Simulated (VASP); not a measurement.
# CdSe (NiAs type) (P6_3/mmc) in VASP: notebook

CdSe (NiAs type) is run at these levels: PBE; tasks: single point.

Everything below comes from runs of VASP 6.6.1. Logs are shortened: lines on timing, memory, paths and dates and some standing lists are left out, and cuts for length are marked.

**1. The cell of the first run**

It takes space group P6_3/mmc (No. 194, hexagonal). Conventional cell: a = 3.515 Å, b = 3.515 Å, c = 6.234 Å, α = 90.00°, β = 90.00°, γ = 120.00°. Cd (site symmetry -3m) has 6 Se at 2.56 Å and 8 Cd at 3.12 to 3.52 Å within 3.6 Å. Se (site symmetry -6m2) has 6 Cd at 2.56 Å and 12 Se at 3.52 to 3.72 Å within 3.8 Å.

**2. Single point, PBE**

Contents of INCAR:

```
PREC = Accurate
ENCUT = 520
EDIFF = 1E-6
ISMEAR = -1
SIGMA = 0.05
LREAL = False
LASPH = True
NELM = 60
ALGO = Normal
ISIF = 2
LWAVE = False
LCHARG = False
GGA = PE
NBANDS = 26
```

Contents of KPOINTS:

```
Automatic mesh
0
Gamma
  11 11 6
```

Contents of POSCAR:

```
CdSe
1.0
    3.5151812037      0.0000000000      0.0000000000
   -1.7575906019      3.0442362213      0.0000000000
    0.0000000000      0.0000000000      6.2339409039
Cd Se
2 2
Direct
    0.0000000000      0.0000000000      0.0000000000
    0.0000000000      0.0000000000      0.5000000000
    0.3333333333      0.6666666667      0.2500000000
    0.6666666667      0.3333333333      0.7500000000
```

Potentials or basis: VASP PAW PBE potentials, release 64 (Cd, Se).

On the command line:

```bash
cat potpaw_PBE.64/Cd/POTCAR potpaw_PBE.64/Se/POTCAR > POTCAR
mpirun -np 1 vasp_std > vasp.out
```

OUTCAR:

```text
PREC = Accurate
   ENCUT = 520
   EDIFF = 1E-6
   ISMEAR = -1
   LREAL = False
   LASPH = True
   NELM = 60
   ISIF = 2
   GGA = PE

 ion  position               nearest neighbor table
   1  0.000  0.000  0.000-   3 2.56   4 2.56   4 2.56   3 2.56   4 2.56   3 2.56   2 3.12   2 3.12

   2  0.000  0.000  0.500-   3 2.56   4 2.56   4 2.56   3 2.56   4 2.56   3 2.56   1 3.12   1 3.12

   3  0.333  0.667  0.250-   1 2.56   2 2.56   1 2.56   2 2.56   1 2.56   2 2.56
   4  0.667  0.333  0.750-   1 2.56   2 2.56   1 2.56   2 2.56   1 2.56   2 2.56

  LATTYP: Found a hexagonal cell.
 ALAT       =     3.5151812037
 C/A-ratio  =     1.7734337272

  Lattice vectors:

 A1 = (   3.5151812037,   0.0000000000,   0.0000000000)
 A2 = (  -1.7575906019,   3.0442362213,   0.0000000000)
 A3 = (   0.0000000000,   0.0000000000,   6.2339409039)

Analysis of symmetry for initial positions (statically):
=====================================================================
 Subroutine PRICEL returns:
 Original cell was already a primitive cell.

 Routine SETGRP: Setting up the symmetry group for a
 hexagonal supercell.

 Subroutine GETGRP returns: Found 24 space group operations
 (whereof 12 operations were pure point group operations)
 out of a pool of 24 trial point group operations.

The static configuration has the point symmetry D_3d.
 The point group associated with its full space group is D_6h.

Analysis of symmetry for dynamics (positions and initial velocities):
=====================================================================
 Subroutine PRICEL returns:
 Original cell was already a primitive cell.

 Routine SETGRP: Setting up the symmetry group for a
 hexagonal supercell.

 Subroutine GETGRP returns: Found 24 space group operations
 (whereof 12 operations were pure point group operations)
 out of a pool of 24 trial point group operations.

The dynamic configuration has the point symmetry D_3d.
 The point group associated with its full space group is D_6h.

 Subroutine INISYM returns: Found 24 space group operations
 (whereof 12 operations are pure point group operations),
 and found     1 'primitive' translations

----------------------------------------------------------------------------------------

                                     Primitive cell

  volume of cell :      66.7097

  direct lattice vectors                    reciprocal lattice vectors
     3.515181204  0.000000000  0.000000000     0.284480356  0.164244810  0.000000000
    -1.757590602  3.044236221  0.000000000     0.000000000  0.328489620  0.000000000
     0.000000000  0.000000000  6.233940904     0.000000000  0.000000000  0.160412172

  length of vectors
     3.515181204  3.515181204  6.233940904     0.328489620  0.328489620  0.160412172

  position of ions in fractional coordinates (direct lattice)
     0.000000000  0.000000000  0.000000000
     0.000000000  0.000000000  0.500000000
     0.333333333  0.666666667  0.250000000
     0.666666667  0.333333333  0.750000000

  ion indices of the primitive-cell ions
   primitive index   ion index
                 1           1
                 2           2
                 3           3
                 4           4

----------------------------------------------------------------------------------------

 KPOINTS: Automatic mesh

Automatic generation of k-mesh.
 Grid dimensions read from file:
 generate k-points for:   11   11    6

 Generating k-lattice:

  Cartesian coordinates                     Fractional coordinates (reciprocal lattice)
     0.025861851  0.014931346  0.000000000     0.090909091  0.000000000  0.000000000
     0.000000000  0.029862693  0.000000000     0.000000000  0.090909091  0.000000000
     0.000000000  0.000000000  0.026735362     0.000000000  0.000000000  0.166666667

  Length of vectors
     0.029862693  0.029862693  0.026735362

  Shift w.r.t. Gamma in fractional coordinates (k-lattice)
     0.000000000  0.000000000  0.000000000

 Subroutine IBZKPT returns following result:
 ===========================================

 Found     64 irreducible k-points:

 Following reciprocal coordinates:
            Coordinates               Weight
  0.000000  0.000000  0.000000      1.000000
  0.090909  0.000000  0.000000      6.000000
  0.181818 -0.000000  0.000000      6.000000
  0.272727  0.000000  0.000000      6.000000
  0.363636 -0.000000  0.000000      6.000000
  0.454545 -0.000000  0.000000      6.000000
[... 16 lines left out ...]
  0.090909  0.090909  0.166667     12.000000
  0.181818  0.090909  0.166667     24.000000
 [... further k-points ...]
   k-points           NKPTS =     64   k-points in BZ     NKDIM =     64   number of bands    NBANDS=     26
   number of dos      NEDOS =    301   number of ions     NIONS =      4
   total plane-waves  NPLWV =  37632
   dimension x,y,z NGX =    28 NGY =   28 NGZ =   48
   dimension x,y,z NGXF=    56 NGYF=   56 NGZF=   96
   ions per type =               2   2
   NGX,Y,Z   is equivalent  to a cutoff of  13.24, 13.24, 12.80 a.u.
   NGXF,Y,Z  is equivalent  to a cutoff of  26.48, 26.48, 25.60 a.u.
 SYSTEM =  unknown system
   PREC   = accura    normal or accurate (medium, high low for compatibility)
   ISTART =      0    job   : 0-new  1-cont  2-samecut
   ICHARG =      2    charge: 1-file 2-atom 10-const
   ISPIN  =      1    spin polarized calculation?
   LNONCOLLINEAR =      F non collinear calculations
   LSORBIT =      F    spin-orbit coupling
   LASPH  =      T    aspherical Exc in radial PAW
   ENCUT  =  520.0 eV  38.22 Ry    6.18 a.u.   6.54  6.54 11.59*2*pi/ulx,y,z
   NELM   =     60;   NELMIN=  2; NELMDL= -5     # of ELM steps
   EDIFF  = 0.1E-05   stopping-criterion for ELM
   LREAL  =      F    real-space projection
   EDIFFG = 0.1E-04   stopping-criterion for IOM
   NSW    =      0    number of steps for IOM
   IBRION =     -1    ionic relax: 0-MD 1-quasi-New 2-CG
   NFREE  =      0    steps in history (QN), initial steepest desc. (CG)
   ISIF   =      2    stress and relaxation
   ISYM   =      2    0-nonsym 1-usesym 2-fastsym
   POTIM  = 0.5000    time-step for ionic-motion
   TEBEG  =    0.0;   TEEND  =   0.0 temperature during run
   PSTRESS=    0.0 pullay stress
   NELECT =      36.0000    total number of electrons
   NUPDOWN=      -1.0000    fix difference up-down
   EMIN   =  10.00;   EMAX   =-10.00  energy-range for DOS
   EFERMI =   0.00;   METHOD = LEGACY
   ISMEAR =    -1;   SIGMA  =   0.05  broadening in eV -4-tet -1-fermi 0-gaus
   EFERMI_NEDOS =   21; number of points for ismear=-14 and -15
   IALGO  =     38    algorithm
   IMIX   =      4    mixing-type and parameters
     AMIX     =   0.40;   BMIX     =  1.00
     AMIX_MAG =   1.60;   BMIX_MAG =  1.00
  volume/ion in A,a.u.               =      16.68       112.54
  Fermi-wavevector in a.u.,A,eV,Ry     =   1.332844  2.518710 24.170395  1.776474
  Thomas-Fermi vector in A             =   2.461748
   LORBIT       =      0    0 simple, 1 ext, 2 COOP (PROOUT), +10 PAW based schemes
   GGA     = PE    functional components
   LHFCALC =     F    Hartree Fock is set to
   AEXX    =    0.0000 exact exchange contribution
   IVDW    =     0    specifies the selected vdW correction
   LEPSILON=     F    determine dielectric tensor
   LRPA    =     F    only Hartree local field effects (RPA)
 non-spin polarized calculation
  energy-cutoff  :      520.00
  volume of cell :       66.71
 maximum number of plane-waves:      1835
 NGX is ok and might be reduce to    28
   NGX = 13   NGY = 13   NGZ = 23

 number of electron      35.9999989 magnetization

 Free energy of the ion-electron system (eV)
  ---------------------------------------------------
  ext. energy  EPLUGINS =         0.00000000
  ---------------------------------------------------
  free energy    TOTEN  =        -6.92615227 eV

  energy without entropy =       -6.92334403  energy(sigma->0) =       -6.92474815

 E-fermi :   6.4489     XC(G=0): -11.7820

 val. band max:        6.4344391929   @ k =   0.0909   0.0000   0.0000
 cond. band min:       6.4947971388   @ k =   0.0000   0.0000   0.0000
 fundamental gap:      0.0603579459
 Fermi energy:         6.4488659296

 k-point     1 :       0.0000    0.0000    0.0000
  band No.  band energies     occupation
      1      -9.6842      2.00000
      2      -7.9818      2.00000
      3      -3.7234      2.00000
      4      -3.6145      2.00000
      5      -3.6145      2.00000
      6      -3.5857      2.00000
[... 18 lines left out ...]
     25      15.5846      0.00000
     26      16.0931      0.00000

 k-point     2 :       0.0909    0.0000    0.0000
  band No.  band energies     occupation
      1      -9.5798      2.00000
      2      -7.9800      2.00000
      3      -3.6270      2.00000
      4      -3.6004      2.00000
      5      -3.5770      2.00000
      6      -3.5276      2.00000
[... 18 lines left out ...]
     25      14.6343      0.00000
     26      14.7710      0.00000

 k-point     3 :       0.1818   -0.0000    0.0000
  band No.  band energies     occupation
      1      -9.2791      2.00000
      2      -7.9729      2.00000
      3      -3.5810      2.00000
      4      -3.5585      2.00000
      5      -3.4441      2.00000
      6      -3.3137      2.00000
[... 18 lines left out ...]
     25      14.2042      0.00000
     26      14.6419      0.00000

 k-point     4 :       0.2727    0.0000    0.0000
  band No.  band energies     occupation
      1      -8.8312      2.00000
      2      -7.9500      2.00000
      3      -3.5932      2.00000
      4      -3.5674      2.00000
      5      -3.5326      2.00000
      6      -3.3190      2.00000
[... 18 lines left out ...]
     25      14.3117      0.00000
     26      15.8621      0.00000

 k-point     5 :       0.3636   -0.0000    0.0000
  band No.  band energies     occupation
      1      -8.3795      2.00000
      2      -7.8593      2.00000
      3      -3.7229      2.00000
      4      -3.6851      2.00000
      5      -3.6304      2.00000
      6      -3.4317      2.00000
[... 18 lines left out ...]
     25      15.2650      0.00000
     26      17.6216      0.00000

 k-point     6 :       0.4545   -0.0000    0.0000
  band No.  band energies     occupation
      1      -8.1831      2.00000
      2      -7.6434      2.00000
      3      -3.9898      2.00000
      4      -3.7768      2.00000
      5      -3.6594      2.00000
      6      -3.4600      2.00000
[... 427 lines left out ...]
 k-point    21 :       0.3636   -0.0000    0.1667
  band No.  band energies     occupation
      1      -8.3437      2.00000
      2      -7.8924      2.00000
      3      -3.7735      2.00000
      4      -3.5836      2.00000
      5      -3.5386      2.00000
      6      -3.4130      2.00000
[... 18 lines left out ...]
     25      15.8167      0.00000
     26      17.2803      0.00000

 k-point    22 :       0.4545   -0.0000    0.1667
  band No.  band energies     occupation
      1      -8.1504      2.00000
      2      -7.6840      2.00000
      3      -3.9246      2.00000
      4      -3.6762      2.00000
      5      -3.6108      2.00000
      6      -3.4324      2.00000
[... 18 lines left out ...]
     25      16.2700      0.00000
     26      17.9894      0.00000

 k-point    23 :       0.0909    0.0909    0.1667
  band No.  band energies     occupation
      1      -9.3028      2.00000
      2      -8.0994      2.00000
      3      -3.5676      2.00000
      4      -3.5538      2.00000
      5      -3.4925      2.00000
      6      -3.2602      2.00000
[... 18 lines left out ...]
     25      14.1562      0.00000
     26      14.3488      0.00000

 k-point    24 :       0.1818    0.0909    0.1667
  band No.  band energies     occupation
      1      -8.9377      2.00000
      2      -8.0421      2.00000
      3      -3.5998      2.00000
      4      -3.4711      2.00000
      5      -3.4292      2.00000
      6      -3.3311      2.00000
[... 18 lines left out ...]
     25      14.5288      0.00000
     26      15.0232      0.00000

 [... further k-points ...]

------------------------ aborting loop because EDIFF is reached ----------------------------------------

  FORCE on cell =-STRESS in cart. coord.  units (eV):
  Direction    XX          YY          ZZ          XY          YZ          ZX
  --------------------------------------------------------------------------------------
  -------------------------------------------------------------------------------------
  Total       21.5354684     21.5354684     21.6217036     -0.0000000      0.0000000     -0.0000000
  in kB      517.2210087    517.2210087    519.2921354     -0.0000000      0.0000000     -0.0000000
  external PRESSURE =     517.9113843 kB  Pullay stress =       0.0000000 kB

 VOLUME and BASIS-vectors are now :
 -----------------------------------------------------------------------------
  energy-cutoff  :      520.00
  volume of cell :       66.71
      direct lattice vectors                 reciprocal lattice vectors
     3.515181204  0.000000000  0.000000000     0.284480356  0.164244810  0.000000000
    -1.757590602  3.044236221  0.000000000     0.000000000  0.328489620  0.000000000
     0.000000000  0.000000000  6.233940904     0.000000000  0.000000000  0.160412172

 POSITION                                       TOTAL-FORCE (eV/Angst)
 -----------------------------------------------------------------------------------
      0.00000      0.00000      0.00000         0.000000      0.000000     -0.000000
      0.00000      0.00000      3.11697         0.000000      0.000000     -0.000000
     -0.00000      2.02949      1.55849         0.000000      0.000000      0.000000
      1.75759      1.01475      4.67546        -0.000000      0.000000      0.000000
 -----------------------------------------------------------------------------------
    total drift:                               -0.000000      0.000000      0.000000

  FREE ENERGIE OF THE ION-ELECTRON SYSTEM (eV)
  ---------------------------------------------------
  free  energy   TOTEN  =        -6.9261522671 eV

  energy  without entropy=       -6.9233440302  energy(sigma->0) =       -6.92474815
```

It took 2 min on 1 thread of Intel Xeon 8259CL, shared host; peak memory 0.25 GiB.

What came out:

```yaml
Free_energy: -6.9262 eV
Pressure: 51.8 GPa
Band_gap_on_the_k_mesh: zero (bands 18 and 19 overlap by 0.36 eV)
```

Caveat: the cell stands under pressure; semilocal functionals underestimate gaps, so a narrow gap can read as zero.

**3. Single point, PBE**

Contents of INCAR:

```
ALGO = Normal
EDIFF = 1E-7
ENCUT = 520
GGA = PE
ISIF = 2
ISMEAR = -1
LASPH = True
LCHARG = False
LREAL = False
LWAVE = False
NBANDS = 26
NELM = 100
PREC = Accurate
SIGMA = 0.05
```

Contents of KPOINTS:

```
k-points
0
Gamma
  11 11 6
```

POSCAR: that of step 2 with these lines changed.

```diff
@@ -4,3 +4,3 @@
    -1.7575906019      3.0442362213      0.0000000000
-    0.0000000000      0.0000000000      6.2339409039
+    0.0000000000      0.0000000000      6.2339409040
 Cd Se
```

Potentials or basis: VASP PAW PBE potentials, release 64 (Cd, Se).

On the command line:

```bash
cat potpaw_PBE.64/Cd/POTCAR potpaw_PBE.64/Se/POTCAR > POTCAR
mpirun -np 1 vasp_std > vasp.out
```

It took 2.4 min on 1 thread of Intel Xeon 8259CL, shared host; peak memory 0.25 GiB.

Results (log left out):

- Free energy: -6.9262 eV
- Pressure: 51.8 GPa
- Band gap on the k mesh: zero (bands 18 and 19 overlap by 0.36 eV)

Stress tensor (GPa, compression positive):
```
51.70  0.00  0.00
 0.00 51.70  0.00
 0.00  0.00 51.91
```

Levels at points of the mesh, in eV from the Fermi level:
```csv
k point,band 14,band 15,band 16,band 17,band 18,band 19,band 20,band 21,band 22,band 23
"(0.00, 0.00, 0.00)",-2.35,-1.36,-1.36,0.05,0.05,1.32,2.95,6.11,6.11,7.72
"(0.00, 0.00, 0.50)",-5.62,-0.61,-0.61,-0.61,-0.61,3.74,3.74,6.58,6.58,6.73
```

Caveat: the cell stands under pressure; semilocal functionals underestimate gaps, so a narrow gap can read as zero.
